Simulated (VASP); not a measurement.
# Si2Ni: single point with PBEsol

Si2Ni:

```
Si Ni
1.0
     2.69570   -2.69570    0.00000
     2.69570    0.00000   -2.69570
     5.68008    5.68008    5.68008
Si Ni
6 3
Direct
  0.66667 0.66667 0.39551
  0.00000 0.00000 0.07911
  0.33333 0.33333 0.71190
  0.66667 0.66667 0.87010
  0.00000 0.00000 0.55370
  0.33333 0.33333 0.23731
  0.33333 0.33333 0.47460
  0.66667 0.66667 0.15821
  0.00000 0.00000 0.79100
```

This cell differs from its parent crystal: the distance across one plane changed.

```
Program                : VASP 6.6.1
Task                   : single point
Functional             : PBEsol
Potentials or basis    : VASP PAW PBE potentials, release 64 (Si, Ni)
Cutoff                 : 520 eV
k mesh                 : 14 × 14 × 5
Occupations            : gaussian, width 0.15 eV
Spin                   : no spin polarisation
Dipole correction      : no
Further INCAR settings : ALGO = Normal; EDIFF = 1e-06; NBANDS = 37
```

| Quantity | Value |
| --- | --- |
| Pressure | -3.7 GPa |
| Largest force | 0.974 eV/Å |
| Band gap on the k mesh | zero (bands 27 and 28 overlap by 2.03 eV) |

Forces on the atoms (eV/Å):
```
Si  -0.151 -0.151 -0.151
Si  -0.562 -0.562 -0.562
Si   0.212  0.212  0.212
Si   0.562  0.562  0.562
Si   0.151  0.151  0.151
Si  -0.212 -0.212 -0.212
Ni   0.000  0.000  0.000
Ni  -0.201 -0.201 -0.201
Ni   0.201  0.201  0.201
```

Stress tensor (GPa, compression positive):
```
-3.74 -1.70 -1.70
-1.70 -3.74 -1.70
-1.70 -1.70 -3.74
```

Levels at points of the mesh, in eV from the Fermi level:
```csv
k point,band 24,band 25,band 26,band 27,band 28,band 29,band 30,band 31
"(0.00, 0.00, 0.00)",0.09,0.09,1.34,1.44,1.76,2.04,2.04,2.13
"(0.50, 0.00, 0.00)",-2.11,-2.00,-1.87,-1.84,-0.46,0.53,0.76,1.74
```

Run time: 5.3 min on 1 thread of AMD EPYC 9R45 96-Core Processor (Zen 5), with other jobs on the host, peak memory 0.46 GiB.

Caveat: the cell differs from its parent crystal (the distance across one plane changed); the cell stands under tension; the PAW data sets were made with another functional, which shifts forces and pressure a little. Spin polarisation is off, so any magnetic state and its effect on volume and gap are missing.
